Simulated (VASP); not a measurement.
# Si in VASP: relaxation of the atoms with PBEsol

Aim: the relaxation of the atoms of Si with PBEsol.

Everything below comes from runs of VASP 6.6.1. Logs are shortened: lines on timing, memory, paths and dates and some standing lists are left out, and cuts for length are marked.

## 1. The cell of the first run

The cell holds a slab with vacuum, 8 atoms: a = 3.842 Å, b = 5.433 Å, c = 22.763 Å, α = 90.00°, β = 90.00°, γ = 90.00°.

## 2. Relaxation of the atoms, PBEsol

INCAR reads:

```
SYSTEM = Si
ALGO = Normal
DIPOL = 0.5 0.5 0.500
EDIFF = 1E-6
EDIFFG = -0.03
ENCUT = 520
GGA = PS
IBRION = 2
IDIPOL = 3
ISIF = 2
ISMEAR = 0
KPAR = 4
LASPH = .TRUE.
LCHARG = .FALSE.
LDIPOL = .TRUE.
LREAL = .FALSE.
LWAVE = .FALSE.
NELM = 100
NSW = 90
PREC = Accurate
SIGMA = 0.05
```

KPOINTS reads:

```
k-points
0
G
  8 6 1
  0 0 0
```

POSCAR reads:

```
Si
1.0
    3.8417168283      0.0000000000      0.0000000000
    0.0000000000      5.4330080414      0.0000000000
    0.0000000000      0.0000000000     22.7625752425
Si
8
Selective dynamics
Direct
    0.5000000000      0.0000000000      0.3734199628  F F F
    0.0000000000      0.2500000000      0.3734199628  F F F
    0.0000000000      0.5000000000      0.4578066543  F F F
    0.5000000000      0.7500000000      0.4578066543  F F F
    0.5000000000      0.0000000000      0.5421933457  T T T
    0.0000000000      0.2500000000      0.5421933457  T T T
    0.0000000000      0.5000000000      0.6265800372  T T T
    0.5000000000      0.7500000000      0.6265800372  T T T
```

Potentials or basis: VASP PAW PBE potentials, release 64 (Si).

The run is started by

```console
> cat potpaw_PBE.64/Si/POTCAR > POTCAR
> mpirun -np 4 vasp_std > vasp.out
```

OUTCAR:

```text
SYSTEM = Si
   EDIFF = 1E-6
   EDIFFG = -0.03
   ENCUT = 520
   GGA = PS
   IBRION = 2
   ISIF = 2
   ISMEAR = 0
   LASPH = .TRUE.
   LREAL = .FALSE.
   NELM = 100
   NSW = 90
   PREC = Accurate

 ion  position               nearest neighbor table
   1  0.500  0.000  0.373-   2 2.35   2 2.35   4 2.35
   2  0.000  0.250  0.373-   1 2.35   1 2.35   3 2.35
   3  0.000  0.500  0.458-   6 2.35   4 2.35   4 2.35   2 2.35
   4  0.500  0.750  0.458-   5 2.35   3 2.35   3 2.35   1 2.35
   5  0.500  0.000  0.542-   4 2.35   6 2.35   6 2.35   8 2.35
   6  0.000  0.250  0.542-   3 2.35   5 2.35   5 2.35   7 2.35
   7  0.000  0.500  0.627-   8 2.35   8 2.35   6 2.35
   8  0.500  0.750  0.627-   7 2.35   7 2.35   5 2.35

  LATTYP: Found a simple orthorhombic cell.
 ALAT       =     3.8417168283
 B/A-ratio  =     1.4142135624
 C/A-ratio  =     5.9251049101

  Lattice vectors:

 A1 = (   3.8417168283,   0.0000000000,   0.0000000000)
 A2 = (   0.0000000000,   5.4330080414,   0.0000000000)
 A3 = (   0.0000000000,   0.0000000000,  22.7625752425)

Analysis of symmetry for initial positions (statically):
=====================================================================
 Subroutine PRICEL returns:
 Original cell was already a primitive cell.

 Routine SETGRP: Setting up the symmetry group for a
 simple orthorhombic supercell.

 Subroutine GETGRP returns: Found  8 space group operations
 (whereof  2 operations were pure point group operations)
 out of a pool of  8 trial point group operations.

The static configuration has the point symmetry C_1h.
 The point group associated with its full space group is D_2h.

Analysis of symmetry for dynamics (positions and initial velocities):
=====================================================================
 Subroutine PRICEL returns:
 Original cell was already a primitive cell.

 Routine SETGRP: Setting up the symmetry group for a
 simple orthorhombic supercell.

 Subroutine GETGRP returns: Found  8 space group operations
 (whereof  2 operations were pure point group operations)
 out of a pool of  8 trial point group operations.

The dynamic configuration has the point symmetry C_1h.
 The point group associated with its full space group is D_2h.

Analysis of constrained symmetry for selective dynamics:
=====================================================================
 Subroutine PRICEL returns:
 Original cell was already a primitive cell.

[... 146 lines left out ...]
 conjugate gradient relaxation of ions
 non-spin polarized calculation
 Gauss-broadening in eV      SIGMA  =   0.05
  energy-cutoff  :      520.00
  volume of cell :      475.10
 maximum number of plane-waves:     12844
 NGX is ok and might be reduce to    30
   NGX = 15   NGY = 21   NGZ = 85

--------------------------------------- Ionic step        1  -------------------------------------------

 number of electron      31.9999999 magnetization

 Free energy of the ion-electron system (eV)
  ---------------------------------------------------
  ext. energy  EPLUGINS =         0.00000000
  ---------------------------------------------------
  free energy    TOTEN  =       -41.14598556 eV

  energy without entropy =      -41.13666148  energy(sigma->0) =      -41.14132352

------------------------ aborting loop because EDIFF is reached ----------------------------------------

 vacuum level on the upper side and lower side of the slab       (xc-potential included)        -0.138        -0.136

  FORCE on cell =-STRESS in cart. coord.  units (eV):
  Direction    XX          YY          ZZ          XY          YZ          ZX
  --------------------------------------------------------------------------------------
  -------------------------------------------------------------------------------------
  Total       -1.4678172     -2.6700878     -1.2713526      0.0000000      0.0000000      0.0000000
  in kB       -4.9498892     -9.0042808     -4.2873555      0.0000000      0.0000000      0.0000000
  external PRESSURE =      -6.0805085 kB  Pullay stress =       0.0000000 kB
[... 107 lines left out ...]
  FREE ENERGIE OF THE ION-ELECTRON SYSTEM (eV)
  ---------------------------------------------------
  free  energy   TOTEN  =       -41.1827185692 eV

  energy  without entropy=      -41.1760422507  energy(sigma->0) =      -41.17938041

 dipolmoment           0.000000      0.000000      0.000560 electrons x Angstroem

[... ionic steps 4 to 10 ...]

--------------------------------------- Ionic step       11  -------------------------------------------

 number of electron      31.9999999 magnetization

------------------------ aborting loop because EDIFF is reached ----------------------------------------
[... 79 lines left out ...]
--------------------------------------- Ionic step       13  -------------------------------------------

 number of electron      31.9999999 magnetization

 dipolmoment           0.000000      0.000000     -0.011129 electrons x Angstroem

 Free energy of the ion-electron system (eV)
  ---------------------------------------------------
  ext. energy  EPLUGINS =         0.00000000
  ---------------------------------------------------
  free energy    TOTEN  =       -41.19893298 eV

  energy without entropy =      -41.19230055  energy(sigma->0) =      -41.19561676

 E-fermi :  -1.2538     XC(G=0):  -3.9187

 val. band max:       -1.2621260014   @ k =   0.0000   0.3333   0.0000
 cond. band min:      -1.2474430209   @ k =   0.2500   0.5000   0.0000
 fundamental gap:      0.0146829805
 Fermi energy:        -1.2537836034

 k-point     1 :       0.0000    0.0000    0.0000
  band No.  band energies     occupation
      1     -12.9125      2.00000
      2     -11.6888      2.00000
      3     -10.1534      2.00000
      4      -9.2951      2.00000
      5      -8.6495      2.00000
      6      -7.1375      2.00000
[... 469 lines left out ...]
     20       1.6585      0.00000
     21       2.3360      0.00000

------------------------ aborting loop because EDIFF is reached ----------------------------------------

 vacuum level on the upper side and lower side of the slab       (xc-potential included)        -0.053         0.040

  FORCE on cell =-STRESS in cart. coord.  units (eV):
  Direction    XX          YY          ZZ          XY          YZ          ZX
  --------------------------------------------------------------------------------------
  -------------------------------------------------------------------------------------
  Total        0.1876776     -0.2409304     -0.7968687      0.0000000      0.0000000      0.0000000
  in kB        0.6329011     -0.8124845     -2.6872636      0.0000000      0.0000000      0.0000000
  external PRESSURE =      -0.9556157 kB  Pullay stress =       0.0000000 kB
[... 23 lines left out ...]
  FREE ENERGIE OF THE ION-ELECTRON SYSTEM (eV)
  ---------------------------------------------------
  free  energy   TOTEN  =       -41.1989329750 eV

  energy  without entropy=      -41.1923005481  energy(sigma->0) =      -41.19561676

 reached required accuracy - stopping structural energy minimisation

 vacuum level on the upper side and lower side of the slab         3.504         3.598
```

Run time: 12 min. Hardware: 4 MPI ranks of Intel Xeon Platinum 8375C at 2.90GHz (Ice Lake), shared host; peak memory 0.61 GiB.

Results:

```yaml
Free_energy: -41.1989 eV
Energy_gained_by_relaxing: 6.6 meV/atom
Ionic_steps: 13
Band_gap_on_the_k_mesh: zero (bands 16 and 17 overlap by 0.29 eV)
```

The path:
```tsv
step	energy change (eV)	largest force on free atoms (eV/Å)	pressure (GPa)
1	0.0000	0.4671	-0.61
2	-0.0240	0.2908	-0.54
3	-0.0367	0.2609	-0.44
4	-0.0434	0.0822	-0.38
5	-0.0435	0.0951	-0.37
6	-0.0451	0.0801	-0.35
7	-0.0480	0.1219	-0.27
8	-0.0495	0.0896	-0.25
9	-0.0518	0.0565	-0.18
10	-0.0520	0.0765	-0.16
11	-0.0526	0.0484	-0.13
12	-0.0528	0.0557	-0.10
13	-0.0529	0.0175	-0.10
```

Final structure:
```yaml
crystal:
  lattice:
    - [3.84172, 0.00000, 0.00000]
    - [0.00000, 5.43301, 0.00000]
    - [0.00000, 0.00000, 22.76258]
  atoms:
    - { symbol: Si, position: [0.50000, 0.00000, 0.37342] }
    - { symbol: Si, position: [0.00000, 0.25000, 0.37342] }
    - { symbol: Si, position: [0.00000, 0.50000, 0.45781] }
    - { symbol: Si, position: [0.50000, 0.75000, 0.45781] }
    - { symbol: Si, position: [0.50000, 0.00444, 0.54241] }
    - { symbol: Si, position: [0.00000, 0.24556, 0.54241] }
    - { symbol: Si, position: [0.00000, 0.50998, 0.62150] }
    - { symbol: Si, position: [0.50000, 0.74002, 0.62150] }
```

Caveat: the PAW data sets were made with another functional, which shifts forces and pressure a little.
